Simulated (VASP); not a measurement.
# Mo4C3 (F-43m) in VASP: a series of runs

Mo4C3 is run at these levels: PBE; tasks: relaxation of cell and atoms, single point.

Everything below comes from runs of VASP 6.6.1. Logs are shortened: lines on timing, memory, paths and dates and some standing lists are left out, and cuts for length are marked.

### Step 1. The cell of the first run

The structure is cubic, space group F-43m (No. 216). The conventional cell has a = 7.773 Å, b = 7.773 Å, c = 7.773 Å, α = 90.00°, β = 90.00°, γ = 90.00°. Within 2.1 Å of Mo (site symmetry 3m) lie 2 C at 1.57 to 1.80 Å. C (site symmetry -43m) has 4 Mo at 1.57 Å within 2.1 Å. C (site symmetry -43m) has 12 Mo at 3.20 Å and 10 C at 3.37 to 3.89 Å within 4.2 Å. Within 2.4 Å of C (site symmetry -43m) lie 4 Mo at 1.80 Å.

The cell was built from a structure type or drawn by symmetry, and may not be a known phase.

### Step 2. Relaxation of cell and atoms, PBE

Input file INCAR:

```
  PREC = Accurate
  ENCUT = 600
  EDIFF = 1E-6
  ISMEAR = 0
  SIGMA = 0.1
  LREAL = F
  LASPH = T
  NELM = 60
  ALGO = Normal
  ISIF = 3
  LWAVE = F
  LCHARG = F
  GGA = PE
  IBRION = 2
  NSW = 90
  EDIFFG = -0.04
```

Input file KPOINTS:

```
Automatic mesh
0
Gamma
  4 4 4
```

Input file POSCAR:

```
Mo4C3
1.0
    0.0000000000      3.8864331900      3.8864331900
    3.8864331900      0.0000000000      3.8864331900
    3.8864331900      3.8864331900      0.0000000000
Mo C
4 3
Direct
    0.8665855800      0.8665855800      0.8665855800
    0.8665855800      0.8665855800      0.4002432500
    0.8665855800      0.4002432500      0.8665855800
    0.4002432500      0.8665855800      0.8665855800
    0.7500000000      0.7500000000      0.7500000000
    0.5000000000      0.5000000000      0.5000000000
    0.0000000000      0.0000000000      0.0000000000
```

Potentials or basis: VASP PAW PBE potentials, release 64 (Mo_sv, C).

Command:

```sh
> cat potpaw_PBE.64/Mo_sv/POTCAR potpaw_PBE.64/C/POTCAR > POTCAR
> mpirun -np 1 vasp_std > vasp.out
```

OUTCAR:

```text
PREC = Accurate
   ENCUT = 600
   EDIFF = 1E-6
   ISMEAR = 0
   LREAL = F
   LASPH = T
   NELM = 60
   ISIF = 3
   GGA = PE
   IBRION = 2
   NSW = 90
   EDIFFG = -0.04

 ion  position               nearest neighbor table
   1  0.867  0.867  0.867-   5 1.57   7 1.80   4 2.56   2 2.56   3 2.56   2 2.93   4 2.93   3 2.93

   2  0.867  0.867  0.400-   5 1.57   7 1.80   4 2.56   1 2.56   3 2.56   3 2.93   4 2.93   1 2.93

   3  0.867  0.400  0.867-   5 1.57   7 1.80   4 2.56   1 2.56   2 2.56   4 2.93   2 2.93   1 2.93

   4  0.400  0.867  0.867-   5 1.57   7 1.80   3 2.56   1 2.56   2 2.56   3 2.93   2 2.93   1 2.93

   5  0.750  0.750  0.750-   1 1.57   2 1.57   3 1.57   4 1.57
   6  0.500  0.500  0.500-
   7  0.000  0.000  0.000-   2 1.80   3 1.80   4 1.80   1 1.80

  LATTYP: Found a face centered cubic cell.
 ALAT       =     7.7728663800

  Lattice vectors:

 A1 = (   0.0000000000,   3.8864331900,   3.8864331900)
 A2 = (   3.8864331900,   0.0000000000,   3.8864331900)
 A3 = (   3.8864331900,   3.8864331900,   0.0000000000)

Analysis of symmetry for initial positions (statically):
=====================================================================
 Subroutine PRICEL returns:
 Original cell was already a primitive cell.

 Routine SETGRP: Setting up the symmetry group for a
 face centered cubic supercell.

 Subroutine GETGRP returns: Found 24 space group operations
 (whereof 24 operations were pure point group operations)
 out of a pool of 48 trial point group operations.

The static configuration has the point symmetry T_d .

Analysis of symmetry for dynamics (positions and initial velocities):
=====================================================================
 Subroutine PRICEL returns:
 Original cell was already a primitive cell.

 Routine SETGRP: Setting up the symmetry group for a
 face centered cubic supercell.

 Subroutine GETGRP returns: Found 24 space group operations
 (whereof 24 operations were pure point group operations)
 out of a pool of 48 trial point group operations.

The dynamic configuration has the point symmetry T_d .

 Subroutine INISYM returns: Found 24 space group operations
 (whereof 24 operations are pure point group operations),
 and found     1 'primitive' translations

----------------------------------------------------------------------------------------

                                     Primitive cell

  volume of cell :     117.4042

  direct lattice vectors                    reciprocal lattice vectors
     0.000000000  3.886433190  3.886433190    -0.128652668  0.128652668  0.128652668
     3.886433190  0.000000000  3.886433190     0.128652668 -0.128652668  0.128652668
     3.886433190  3.886433190  0.000000000     0.128652668  0.128652668 -0.128652668

  length of vectors
     5.496246527  5.496246527  5.496246527     0.222832958  0.222832958  0.222832958

  position of ions in fractional coordinates (direct lattice)
     0.866585580  0.866585580  0.866585580
     0.866585580  0.866585580  0.400243250
     0.866585580  0.400243250  0.866585580
     0.400243250  0.866585580  0.866585580
     0.750000000  0.750000000  0.750000000
     0.500000000  0.500000000  0.500000000
     0.000000000  0.000000000  0.000000000

  ion indices of the primitive-cell ions
   primitive index   ion index
                 1           1
                 2           2
                 3           3
                 4           4
                 5           5
                 6           6
                 7           7

----------------------------------------------------------------------------------------

 KPOINTS: Automatic mesh

Automatic generation of k-mesh.
 Grid dimensions read from file:
 generate k-points for:    4    4    4

 Generating k-lattice:

  Cartesian coordinates                     Fractional coordinates (reciprocal lattice)
    -0.032163167  0.032163167  0.032163167     0.250000000  0.000000000  0.000000000
     0.032163167 -0.032163167  0.032163167     0.000000000  0.250000000  0.000000000
     0.032163167  0.032163167 -0.032163167     0.000000000  0.000000000  0.250000000

  Length of vectors
     0.055708239  0.055708239  0.055708239

  Shift w.r.t. Gamma in fractional coordinates (k-lattice)
     0.000000000  0.000000000  0.000000000

 Subroutine IBZKPT returns following result:
 ===========================================

 Found      8 irreducible k-points:

 Following reciprocal coordinates:
            Coordinates               Weight
  0.000000  0.000000  0.000000      1.000000
  0.250000  0.000000  0.000000      8.000000
  0.500000  0.000000  0.000000      4.000000
  0.250000  0.250000  0.000000      6.000000
  0.500000  0.250000  0.000000     24.000000
 -0.250000  0.250000  0.000000     12.000000
  0.500000  0.500000  0.000000      3.000000
 -0.250000  0.500000  0.250000      6.000000
   k-points           NKPTS =      8   k-points in BZ     NKDIM =      8   number of bands    NBANDS=     40
   number of dos      NEDOS =    301   number of ions     NIONS =      7
   total plane-waves  NPLWV = 110592
   dimension x,y,z NGX =    48 NGY =   48 NGZ =   48
   dimension x,y,z NGXF=    96 NGYF=   96 NGZF=   96
   ions per type =               4   3
   NGX,Y,Z   is equivalent  to a cutoff of  14.52, 14.52, 14.52 a.u.
   NGXF,Y,Z  is equivalent  to a cutoff of  29.04, 29.04, 29.04 a.u.
 SYSTEM =  unknown system
   PREC   = accura    normal or accurate (medium, high low for compatibility)
   ISTART =      0    job   : 0-new  1-cont  2-samecut
   ICHARG =      2    charge: 1-file 2-atom 10-const
   ISPIN  =      1    spin polarized calculation?
   LNONCOLLINEAR =      F non collinear calculations
   LSORBIT =      F    spin-orbit coupling
   LASPH  =      T    aspherical Exc in radial PAW
   ENCUT  =  600.0 eV  44.10 Ry    6.64 a.u.  10.98 10.98 10.98*2*pi/ulx,y,z
   NELM   =     60;   NELMIN=  2; NELMDL= -5     # of ELM steps
   EDIFF  = 0.1E-05   stopping-criterion for ELM
   LREAL  =      F    real-space projection
   EDIFFG = -.4E-01   stopping-criterion for IOM
   NSW    =     90    number of steps for IOM
   IBRION =      2    ionic relax: 0-MD 1-quasi-New 2-CG
   NFREE  =      1    steps in history (QN), initial steepest desc. (CG)
   ISIF   =      3    stress and relaxation
   ISYM   =      2    0-nonsym 1-usesym 2-fastsym
   POTIM  = 0.5000    time-step for ionic-motion
   TEBEG  =    0.0;   TEEND  =   0.0 temperature during run
   PSTRESS=    0.0 pullay stress
   NELECT =      68.0000    total number of electrons
   NUPDOWN=      -1.0000    fix difference up-down
   EMIN   =  10.00;   EMAX   =-10.00  energy-range for DOS
   EFERMI =   0.00;   METHOD = LEGACY
   ISMEAR =     0;   SIGMA  =   0.10  broadening in eV -4-tet -1-fermi 0-gaus
   EFERMI_NEDOS =   21; number of points for ismear=-14 and -15
   IALGO  =     38    algorithm
   IMIX   =      4    mixing-type and parameters
     AMIX     =   0.40;   BMIX     =  1.00
     AMIX_MAG =   1.60;   BMIX_MAG =  1.00
  volume/ion in A,a.u.               =      16.77       113.18
  Fermi-wavevector in a.u.,A,eV,Ry     =   1.364635  2.578787 25.337170  1.862229
  Thomas-Fermi vector in A             =   2.490934
   LORBIT       =      0    0 simple, 1 ext, 2 COOP (PROOUT), +10 PAW based schemes
   GGA     = PE    functional components
   LHFCALC =     F    Hartree Fock is set to
   AEXX    =    0.0000 exact exchange contribution
   IVDW    =     0    specifies the selected vdW correction
   LEPSILON=     F    determine dielectric tensor
   LRPA    =     F    only Hartree local field effects (RPA)
 conjugate gradient relaxation of ions
 non-spin polarized calculation
 Gauss-broadening in eV      SIGMA  =   0.10
  energy-cutoff  :      600.00
  volume of cell :      117.40
 maximum number of plane-waves:      3940
 NGX is ok and might be reduce to    48
   NGX = 21   NGY = 21   NGZ = 21

--------------------------------------- Ionic step        1  -------------------------------------------

 number of electron      68.0000001 magnetization

 Free energy of the ion-electron system (eV)
  ---------------------------------------------------
  ext. energy  EPLUGINS =         0.00000000
  ---------------------------------------------------
  free energy    TOTEN  =       -39.48782314 eV

  energy without entropy =      -39.46096408  energy(sigma->0) =      -39.47439361

 E-fermi :   6.1243     XC(G=0): -10.6163

 val. band max:        6.0965041053   @ k =   0.5000   0.0000   0.0000
 cond. band min:       6.1501075023   @ k =   0.5000   0.5000   0.0000
 fundamental gap:      0.0536033971
 Fermi energy:         6.1242906859

 k-point     1 :       0.0000    0.0000    0.0000
  band No.  band energies     occupation
      1     -55.0409      2.00000
      2     -54.6760      2.00000
      3     -54.6760      2.00000
      4     -54.6760      2.00000
      5     -31.7588      2.00000
      6     -30.0265      2.00000
[... 449 lines left out ...]
  FREE ENERGIE OF THE ION-ELECTRON SYSTEM (eV)
  ---------------------------------------------------
  free  energy   TOTEN  =       -32.5437353769 eV

  energy  without entropy=      -32.5267194119  energy(sigma->0) =      -32.53522739

 E-fermi :   4.1958     XC(G=0):  -9.6446

 val. band max:        4.1692708161   @ k =   0.5000   0.0000   0.0000
 cond. band min:       4.2742633548   @ k =  -0.2500   0.5000   0.2500
 fundamental gap:      0.1049925387
 Fermi energy:         4.1958413244

 k-point     1 :       0.0000    0.0000    0.0000
  band No.  band energies     occupation
      1     -57.0145      2.00000
      2     -56.8300      2.00000
      3     -56.8300      2.00000
      4     -56.8300      2.00000
      5     -32.7122      2.00000
      6     -31.6189      2.00000
[... 333 lines left out ...]
     39       4.9260      0.00000
     40       5.3667      0.00000

 E-fermi :  -0.2263     XC(G=0):  -6.8101

 val. band max:       -0.2277652476   @ k =   0.5000   0.0000   0.0000
 cond. band min:      -0.1656264582   @ k =   0.5000   0.5000   0.0000
 fundamental gap:      0.0621387894
 Fermi energy:        -0.2262641829

 k-point     1 :       0.0000    0.0000    0.0000
  band No.  band energies     occupation
      1     -61.4765      2.00000
      2     -61.4707      2.00000
      3     -61.4707      2.00000
      4     -61.4707      2.00000
      5     -35.5580      2.00000
      6     -35.5580      2.00000
[... 333 lines left out ...]
     39       0.1374      0.00000
     40       0.1874      0.00000

[... ionic steps 4 to 11 ...]

--------------------------------------- Ionic step       12  -------------------------------------------

 number of electron      67.9999993 magnetization

------------------------ aborting loop because EDIFF is reached ----------------------------------------

  FORCE on cell =-STRESS in cart. coord.  units (eV):
  Direction    XX          YY          ZZ          XY          YZ          ZX
  --------------------------------------------------------------------------------------
  -------------------------------------------------------------------------------------
  Total        2.3955338      2.3955338      2.3955338     -0.0000000      0.0000000     -0.0000000
  in kB       23.0999210     23.0999210     23.0999210     -0.0000000      0.0000000     -0.0000000
  external PRESSURE =      23.0999210 kB  Pullay stress =       0.0000000 kB
[... 67 lines left out ...]
  energy  without entropy=      -51.2716517681  energy(sigma->0) =      -51.28493329

--------------------------------------- Ionic step       14  -------------------------------------------

 number of electron      68.0000003 magnetization

 Free energy of the ion-electron system (eV)
  ---------------------------------------------------
  ext. energy  EPLUGINS =         0.00000000
  ---------------------------------------------------
  free energy    TOTEN  =       -51.30302807 eV

  energy without entropy =      -51.27591744  energy(sigma->0) =      -51.28947275

 E-fermi :   2.7946     XC(G=0):  -8.9877

 val. band max:        2.7452680684   @ k =  -0.2500   0.2500   0.0000
 cond. band min:       2.8334294514   @ k =   0.5000   0.0000   0.0000
 fundamental gap:      0.0881613830
 Fermi energy:         2.7946186328

 k-point     1 :       0.0000    0.0000    0.0000
  band No.  band energies     occupation
      1     -58.2519      2.00000
      2     -58.1963      2.00000
      3     -58.1963      2.00000
      4     -58.1963      2.00000
      5     -32.9664      2.00000
      6     -32.5003      2.00000
[... 367 lines left out ...]
  FREE ENERGIE OF THE ION-ELECTRON SYSTEM (eV)
  ---------------------------------------------------
  free  energy   TOTEN  =       -51.3030280727 eV

  energy  without entropy=      -51.2759174369  energy(sigma->0) =      -51.28947275

 reached required accuracy - stopping structural energy minimisation
```

Wall time 7.8 min (1 thread of Intel Xeon 6975P-C (Granite Rapids), shared host); peak memory 0.35 GiB.

What came out:

| Item | Value |
| --- | --- |
| Free energy | -51.3030 eV |
| Relaxed volume | 24.27 Å³/atom |
| Relaxed cell | a = 6.217 Å, b = 6.217 Å, c = 6.217 Å, α = 60.00°, β = 60.00°, γ = 60.00° |
| Space group after relaxing (to 0.1 Å) | F-43m (No. 216) |
| Pressure after relaxing | 0.1 GPa |
| Largest force after relaxing | 0.032 eV/Å |
| Band gap on the k mesh | zero (bands 34 and 35 overlap by 0.15 eV) |

Forces in eV/Å, atoms in the order of the input:
```
Mo   0.018  0.018  0.018
Mo  -0.018 -0.018  0.018
Mo  -0.018  0.018 -0.018
Mo   0.018 -0.018 -0.018
C    0.000  0.000  0.000
C    0.000  0.000  0.000
C    0.000  0.000  0.000
```

Final structure:
```yaml
crystal:
  lattice:
    - [0.00000, 4.39597, 4.39597]
    - [4.39597, 0.00000, 4.39597]
    - [4.39597, 4.39597, 0.00000]
  atoms:
    - { symbol: Mo, position: [0.87401, 0.87401, 0.87401] }
    - { symbol: Mo, position: [0.87401, 0.87401, 0.37798] }
    - { symbol: Mo, position: [0.87401, 0.37798, 0.87401] }
    - { symbol: Mo, position: [0.37798, 0.87401, 0.87401] }
    - { symbol: C, position: [0.75000, 0.75000, 0.75000] }
    - { symbol: C, position: [0.50000, 0.50000, 0.50000] }
    - { symbol: C, position: [0.00000, 0.00000, 0.00000] }
```

Caveat: the volume moved by over 15 % at a fixed basis, so the end points are rough.

### Step 3. Single point, PBE

This run uses another cell than the first one, of 24.29 Å³/atom.

Input file INCAR:

```
PREC = Accurate
ENCUT = 520
EDIFF = 1E-6
ISMEAR = 0
SIGMA = 0.1
LREAL = False
LASPH = True
NELM = 80
ALGO = Normal
ISIF = 2
LWAVE = False
LCHARG = True
GGA = PE
LELF = True
LVHAR = True
NBANDS = 43
```

Input file KPOINTS:

```
regular mesh
0
Gamma
  8 8 8
```

Input file POSCAR:

```
Mo4C3
1.0
    0.0000000000      4.3971509759      4.3971509759
    4.3971509759      0.0000000000      4.3971509759
    4.3971509759      4.3971509759      0.0000000000
Mo C
4 3
Direct
    0.1259571448      0.6221285655      0.1259571448
    0.1259571448      0.1259571448      0.1259571448
    0.6221285655      0.1259571448      0.1259571448
    0.1259571448      0.1259571448      0.6221285655
    0.2500000000      0.2500000000      0.2500000000
    0.5000000000      0.5000000000      0.5000000000
    0.0000000000      0.0000000000      0.0000000000
```

Potentials or basis: VASP PAW PBE potentials, release 64 (Mo_sv, C).

Command:

```sh
> cat potpaw_PBE.64/Mo_sv/POTCAR potpaw_PBE.64/C/POTCAR > POTCAR
> mpirun -np 1 vasp_std > vasp.out
```

Run time: 1.8 min. Hardware: 1 thread of Intel Xeon 6975P-C (Granite Rapids), shared host; peak memory 0.4 GiB.

Results (log left out):

| Quantity | Value |
| --- | --- |
| Free energy | -51.3278 eV |
| Pressure | 0.1 GPa |
| Band gap on the k mesh | zero (bands 34 and 35 overlap by 0.19 eV) |

Levels at points of the mesh, in eV from the Fermi level:
| k point | band 31 | band 32 | band 33 | band 34 | band 35 | band 36 | band 37 | band 38 |
| --- | --- | --- | --- | --- | --- | --- | --- | --- |
| (0.00, 0.00, 0.00) | -1.06 | -0.47 | -0.47 | -0.47 | 0.81 | 0.81 | 0.81 | 0.92 |
| (0.50, 0.00, 0.00) | -0.68 | -0.24 | -0.24 | -0.22 | 0.02 | 0.02 | 0.81 | 0.81 |
| (0.50, 0.50, 0.00) | -0.42 | -0.33 | -0.26 | -0.26 | -0.21 | 0.37 | 0.37 | 0.89 |

### Step 4. Single point, PBE, collinear spin

This run uses another cell than the first one, of 24.26 Å³/atom.

Input file INCAR:

```
  ALGO = Normal
  EDIFF = 1E-6
  ENCUT = 520
  GGA = PE
  ISIF = 2
  ISMEAR = 0
  ISPIN = 2
  LASPH = True
  LCHARG = True
  LELF = True
  LMAXMIX = 4
  LORBIT = 11
  LREAL = False
  LVHAR = True
  LWAVE = False
  MAGMOM = 1 1 1 1 0 0 0
  NBANDS = 47
  NELM = 150
  PREC = Accurate
  SIGMA = 0.1
```

Input file KPOINTS:

```
k-points
0
Gamma
  4 4 4
```

Input file POSCAR:

```
Mo4C3
1.0
    0.0000000000      4.3951286673      4.3951286673
    4.3951286673      0.0000000000      4.3951286673
    4.3951286673      4.3951286673      0.0000000000
Mo C
4 3
Direct
    0.1259356547      0.6221930358      0.1259356547
    0.1259356547      0.1259356547      0.1259356547
    0.6221930358      0.1259356547      0.1259356547
    0.1259356547      0.1259356547      0.6221930358
    0.2500000000      0.2500000000      0.2500000000
    0.5000000000      0.5000000000      0.5000000000
    0.0000000000      0.0000000000      0.0000000000
```

Command:

```sh
> cat potpaw_PBE.64/Mo_sv/POTCAR potpaw_PBE.64/C/POTCAR > POTCAR
> mpirun -np 1 vasp_std > vasp.out
```

Wall time 97 s (1 thread of Intel Xeon 6975P-C (Granite Rapids), shared host); peak memory 0.44 GiB.

Results (log left out):

```
Free energy                                           : -51.3272 eV
Pressure                                              : 0.2 GPa
Band gap on the k mesh                                : zero (filled and empty bands overlap)
Net moment                                            : 0.00 μB per cell
Valence electrons inside the program's atomic spheres : Mo 12.40; C 2.64, 1.93, 2.59
```

Levels at points of the mesh, in eV from the Fermi level:
Spin up:
| k point | band 32 | band 33 | band 34 | band 35 | band 36 | band 37 |
| --- | --- | --- | --- | --- | --- | --- |
| (0.00, 0.00, 0.00) | -0.46 | -0.46 | -0.46 | 0.82 | 0.82 | 0.82 |
| (0.50, 0.00, 0.00) | -0.22 | -0.22 | -0.20 | 0.04 | 0.04 | 0.83 |
| (0.50, 0.50, 0.00) | -0.32 | -0.25 | -0.25 | -0.20 | 0.38 | 0.38 |
Spin down:
```csv
k point,band 31,band 32,band 33,band 34,band 35,band 36,band 37,band 38
"(0.00, 0.00, 0.00)",-1.04,-0.46,-0.46,-0.46,0.82,0.82,0.82,0.93
"(0.50, 0.00, 0.00)",-0.67,-0.22,-0.22,-0.20,0.04,0.04,0.83,0.83
"(0.50, 0.50, 0.00)",-0.40,-0.32,-0.25,-0.25,-0.20,0.38,0.38,0.90
```

### Step 5. Summary

```tsv
task	spin	cell	k mesh	cutoff (eV)	gap on the mesh (eV)	pressure (GPa)
relaxation of cell and atoms	off	relaxed from a = 5.496 Å, angles 60.0°, 7 atoms, atomic positions A	4 × 4 × 4	600	none	0.1
single point	off	a = 6.219 Å, angles 60.0°, 7 atoms, atomic positions B	8 × 8 × 8	520	none	0.1
single point	collinear	a = 6.216 Å, angles 60.0°, 7 atoms, atomic positions B	4 × 4 × 4	520	none	0.2
```

Alike in all rows: level PBE; potentials or basis VASP PAW PBE potentials, release 64 (Mo_sv, C); smearing gaussian 0.1 eV.

Caveats: the volume moved by over 15 % at a fixed basis, so the end points are rough (at least some runs).

Total energies depend on the potentials used, so only differences within one code and one set of settings carry meaning.
